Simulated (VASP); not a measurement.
# Ni (P-1) in VASP: further runs, part 2 of 2

VASP 6.6.1. Earlier steps stand in the parts before.

## 4. Single point, r2SCAN, collinear spin, ferromagnetic start

Contents of POSCAR:

```
Ni
1.0
    2.4216200000      0.0137900000      0.0209800000
   -1.1988700000      2.0656600000      0.0123000000
    0.0349100000      0.0437800000      3.9960600000
Ni
2
Direct
    0.3333333333      0.6968100000      0.2530300000
    0.6539742792      0.3665852665      0.7580440936
```

Contents of INCAR.step1:

```
  PREC = Accurate
  ENCUT = 520
  ISMEAR = -1
  SIGMA = 0.1
  LREAL = F
  LASPH = T
  NELM = 150
  ISPIN = 2
  MAGMOM = 1 1
  LMAXMIX = 4
  NBANDS = 21
  GGA = PE
  ALGO = Normal
  EDIFF = 1E-4
  LWAVE = T
  LCHARG = F
```

Contents of INCAR.step2:

```
  PREC = Accurate
  ENCUT = 520
  EDIFF = 1E-7
  ISMEAR = -1
  SIGMA = 0.1
  LREAL = F
  LASPH = T
  NELM = 150
  ALGO = Normal
  ISIF = 2
  LWAVE = F
  LCHARG = F
  ISPIN = 2
  MAGMOM = 1 1
  LORBIT = 11
  LMAXMIX = 4
  METAGGA = R2SCAN
  LMIXTAU = T
  NBANDS = 21
  ISTART = 1
```

Contents of KPOINTS:

```
Automatic mesh
0
Gamma
  9 9 5
```

Potentials or basis: VASP PAW PBE potentials, release 64 (Ni).

Run with:

```
$ cat potpaw_PBE.64/Ni/POTCAR > POTCAR
$ cp INCAR.step1 INCAR
$ mpirun -np 1 vasp_std > vasp.out
$ cp INCAR.step2 INCAR
$ mpirun -np 1 vasp_std > vasp.out
```

OUTCAR:

```text
PREC = Accurate
   ENCUT = 520
   EDIFF = 1E-7
   ISMEAR = -1
   LREAL = F
   LASPH = T
   NELM = 150
   ISIF = 2
   ISPIN = 2
   LORBIT = 11
   METAGGA = R2SCAN
   ISTART = 1

 ion  position               nearest neighbor table
   1  0.333  0.697  0.253-   2 2.39   2 2.39   2 2.44   2 2.44   2 2.47   2 2.47
   2  0.654  0.367  0.758-   1 2.39   1 2.39   1 2.44   1 2.44   1 2.47   1 2.47

  LATTYP: Found a triclinic cell.
 ALAT       =     2.4125375486
 B/A-ratio  =     0.9899895085
 C/A-ratio  =     1.6565347528
 COS(alpha) =     0.0102391642
 COS(beta)  =     0.0276627990
 COS(gamma) =     0.4911301446

  Lattice vectors:

 A1 = (   1.2227500000,   2.0794500000,   0.0332800000)
 A2 = (  -1.1988700000,   2.0656600000,   0.0123000000)
 A3 = (   0.0349100000,   0.0437800000,   3.9960600000)

Analysis of symmetry for initial positions (statically):
=====================================================================
 Subroutine PRICEL returns:
 Original cell was already a primitive cell.

 Routine SETGRP: Setting up the symmetry group for a
 triclinic supercell.

 Subroutine GETGRP returns: Found  2 space group operations
 (whereof  1 operations were pure point group operations)
 out of a pool of  2 trial point group operations.

The static configuration has the point symmetry C_1 .
 The point group associated with its full space group is S_2 .

Analysis of symmetry for dynamics (positions and initial velocities):
=====================================================================
 Subroutine PRICEL returns:
 Original cell was already a primitive cell.

 Routine SETGRP: Setting up the symmetry group for a
 triclinic supercell.

 Subroutine GETGRP returns: Found  2 space group operations
 (whereof  1 operations were pure point group operations)
 out of a pool of  2 trial point group operations.

The dynamic configuration has the point symmetry C_1 .
 The point group associated with its full space group is S_2 .

Analysis of structural, dynamic, and magnetic symmetry:
=====================================================================
 Subroutine PRICEL returns:
 Original cell was already a primitive cell.

 Routine SETGRP: Setting up the symmetry group for a
 triclinic supercell.

 Subroutine GETGRP returns: Found  2 space group operations
 (whereof  1 operations were pure point group operations)
 out of a pool of  2 trial point group operations.

The overall configuration has the point symmetry C_1 .
 The point group associated with its full space group is S_2 .

 Subroutine INISYM returns: Found  2 space group operations
 (whereof  1 operations are pure point group operations),
 and found     1 'primitive' translations

----------------------------------------------------------------------------------------

                                     Primitive cell

  volume of cell :      20.0514

  direct lattice vectors                    reciprocal lattice vectors
     2.421620000  0.013790000  0.020980000     0.411639860  0.238944991 -0.006213961
    -1.198870000  2.065660000  0.012300000    -0.002702411  0.482569687 -0.005263324
     0.034910000  0.043780000  3.996060000    -0.002152862 -0.002739867  0.250295318

[... 73 lines left out ...]
 SYSTEM =  unknown system
   PREC   = accura    normal or accurate (medium, high low for compatibility)
   ISTART =      1    job   : 0-new  1-cont  2-samecut
   ICHARG =      0    charge: 1-file 2-atom 10-const
   ISPIN  =      2    spin polarized calculation?
   LNONCOLLINEAR =      F non collinear calculations
   LSORBIT =      F    spin-orbit coupling
   LASPH  =      T    aspherical Exc in radial PAW
   ENCUT  =  520.0 eV  38.22 Ry    6.18 a.u.   4.50  4.44  7.43*2*pi/ulx,y,z
   NELM   =    150;   NELMIN=  2; NELMDL=  0     # of ELM steps
   EDIFF  = 0.1E-06   stopping-criterion for ELM
   LREAL  =      F    real-space projection
   EDIFFG = 0.1E-05   stopping-criterion for IOM
   NSW    =      0    number of steps for IOM
   IBRION =     -1    ionic relax: 0-MD 1-quasi-New 2-CG
   NFREE  =      0    steps in history (QN), initial steepest desc. (CG)
   ISIF   =      2    stress and relaxation
   ISYM   =      2    0-nonsym 1-usesym 2-fastsym
   POTIM  = 0.5000    time-step for ionic-motion
   TEBEG  =    0.0;   TEEND  =   0.0 temperature during run
   PSTRESS=    0.0 pullay stress
   NELECT =      20.0000    total number of electrons
   NUPDOWN=      -1.0000    fix difference up-down
   EMIN   =  10.00;   EMAX   =-10.00  energy-range for DOS
   EFERMI =   0.00;   METHOD = LEGACY
   ISMEAR =    -1;   SIGMA  =   0.10  broadening in eV -4-tet -1-fermi 0-gaus
   EFERMI_NEDOS =   21; number of points for ismear=-14 and -15
   IALGO  =     38    algorithm
   IMIX   =      4    mixing-type and parameters
     AMIX     =   0.40;   BMIX     =  1.00
     AMIX_MAG =   1.60;   BMIX_MAG =  1.00
  volume/ion in A,a.u.               =      10.03        67.66
  Fermi-wavevector in a.u.,A,eV,Ry     =   1.635698  3.091021 36.402498  2.675508
  Thomas-Fermi vector in A             =   2.727128
   LORBIT       =     11    0 simple, 1 ext, 2 COOP (PROOUT), +10 PAW based schemes
   METAGGA = R2SCAN    functional components
   LHFCALC =     F    Hartree Fock is set to
   AEXX    =    0.0000 exact exchange contribution
   IVDW    =     0    specifies the selected vdW correction
   LEPSILON=     F    determine dielectric tensor
   LRPA    =     F    only Hartree local field effects (RPA)
 spin polarized calculation
  energy-cutoff  :      520.00
  volume of cell :       20.05
 maximum number of plane-waves:       556
 NGX is ok and might be reduce to    18
   NGX =  9   NGY =  9   NGZ = 15

 number of electron      20.0000004 magnetization       1.2273311

 Free energy of the ion-electron system (eV)
  ---------------------------------------------------
  ext. energy  EPLUGINS =         0.00000000
  ---------------------------------------------------
  free energy    TOTEN  =       -23.78678206 eV

  energy without entropy =      -23.67686801  energy(sigma->0) =      -23.73182504

 E-fermi :  10.4802     XC(G=0): -14.9376

 val. band max:       10.4787894815   @ k =  -0.2222   0.3333   0.0000
 cond. band min:      10.4851474676   @ k =  -0.3333  -0.1111   0.4000
 fundamental gap:      0.0063579860
 Fermi energy:        10.4802450558

 spin component 1

 k-point     1 :       0.0000    0.0000    0.0000
  band No.  band energies     occupation
      1       0.5150      1.00000
      2       4.8495      1.00000
      3       7.4395      1.00000
      4       7.5518      1.00000
      5       7.7095      1.00000
      6       7.8325      1.00000
[... 565 lines left out ...]
     20      39.2496      0.00000
     21      40.5007      0.00000

 [... further k-points ...]

 spin component 2

 k-point     1 :       0.0000    0.0000    0.0000
  band No.  band energies     occupation
      1       0.2834      1.00000
      2       5.3559      1.00000
      3       8.4796      1.00000
      4       8.4968      1.00000
      5       8.6497      1.00000
      6       8.7884      1.00000
[... 565 lines left out ...]
     20      39.4946      0.00000
     21      40.6315      0.00000

 [... further k-points ...]

------------------------ aborting loop because EDIFF is reached ----------------------------------------

  FORCE on cell =-STRESS in cart. coord.  units (eV):
  Direction    XX          YY          ZZ          XY          YZ          ZX
  --------------------------------------------------------------------------------------
  -------------------------------------------------------------------------------------
  Total        1.4598760      1.8071823      1.4300660     -0.2517040     -0.1621982     -0.1398849
  in kB      116.6491176    144.4000908    114.2672016    -20.1120162    -12.9601916    -11.1772881
  external PRESSURE =     125.1054700 kB  Pullay stress =       0.0000000 kB

 VOLUME and BASIS-vectors are now :
 -----------------------------------------------------------------------------
  energy-cutoff  :      520.00
  volume of cell :       20.05
      direct lattice vectors                 reciprocal lattice vectors
     2.421620000  0.013790000  0.020980000     0.411639860  0.238944991 -0.006213961
    -1.198870000  2.065660000  0.012300000    -0.002702411  0.482569687 -0.005263324
     0.034910000  0.043780000  3.996060000    -0.002152862 -0.002739867  0.250295318

 POSITION                                       TOTAL-FORCE (eV/Angst)
 -----------------------------------------------------------------------------------
     -0.01934      1.45505      1.02669        -0.087147     -0.016208      0.241697
      1.17065      0.79945      3.04742         0.087147      0.016208     -0.241697
 -----------------------------------------------------------------------------------
    total drift:                                0.000040     -0.000120     -0.001072

  FREE ENERGIE OF THE ION-ELECTRON SYSTEM (eV)
  ---------------------------------------------------
  free  energy   TOTEN  =       -23.7867820633 eV

  energy  without entropy=      -23.6768680117  energy(sigma->0) =      -23.73182504

 total charge

# of ion       s       p       d       tot
------------------------------------------
    1        0.547   0.588   8.374   9.510
    2        0.547   0.588   8.374   9.510
--------------------------------------------------
tot          1.094   1.177  16.749  19.019

 magnetization (x)

# of ion       s       p       d       tot
------------------------------------------
    1       -0.009  -0.043   0.678   0.626
    2       -0.009  -0.043   0.678   0.626
--------------------------------------------------
tot         -0.019  -0.086   1.357   1.252
```

Wall time 4.3 min (1 thread of Intel Xeon 6975P-C (Granite Rapids), shared host); peak memory 0.23 GiB.

Results:

```yaml
Free_energy: -23.7868 eV
Pressure: 12.5 GPa
Largest_force: 0.257 eV/Å
Net_moment: 1.23 μB per cell
Site_moments: Ni +0.63 μB
Valence_electrons_inside_the_program's_atomic_spheres: Ni 9.51
```

Forces in eV/Å, atoms in the order of the input:
```
Ni  -0.087 -0.016  0.242
Ni   0.087  0.016 -0.242
```

Stress tensor (GPa, compression positive):
```
11.66 -2.01 -1.12
-2.01 14.44 -1.30
-1.12 -1.30 11.43
```

Levels at points of the mesh, in eV from the Fermi level:
Spin up:
```csv
k point,band 8,band 9,band 10,band 11,band 12,band 13
"(0.00, 0.00, 0.00)",-2.06,-1.92,-1.01,-0.93,-0.69,6.15
```
Spin down:
```
           k point  band 5  band 6  band 7  band 8  band 9  band 10  band 11  band 12  band 13  band 14
(0.00, 0.00, 0.00)   -1.83   -1.69   -1.50   -1.18   -1.11    -0.89    -0.14     0.02     6.73    24.19
```

Caveat: the cell stands under pressure; the PAW data sets were made with another functional, which shifts forces and pressure a little.

## 5. Summary

| cell | gap on the mesh (eV) | pressure (GPa) | moment (μB) | largest force (eV/Å) |
| --- | --- | --- | --- | --- |
| as given, atomic positions A | none | 12.7 | 1.23 | 0.43 |
| as given, atomic positions B | none | 13.1 | 1.23 | 0.71 |
| as given, atomic positions C | none | 12.5 | 1.23 | 0.26 |

Alike in all rows: task single point; level r2SCAN; potentials or basis VASP PAW PBE potentials, release 64 (Ni); spin collinear, ferromagnetic start; k mesh 9 × 9 × 5; cutoff (eV) 520; smearing fermi-dirac 0.1 eV.

Caveats: the cell stands under pressure; the PAW data sets were made with another functional, which shifts forces and pressure a little.

Total energies depend on the potentials used, so only differences within one code and one set of settings carry meaning.
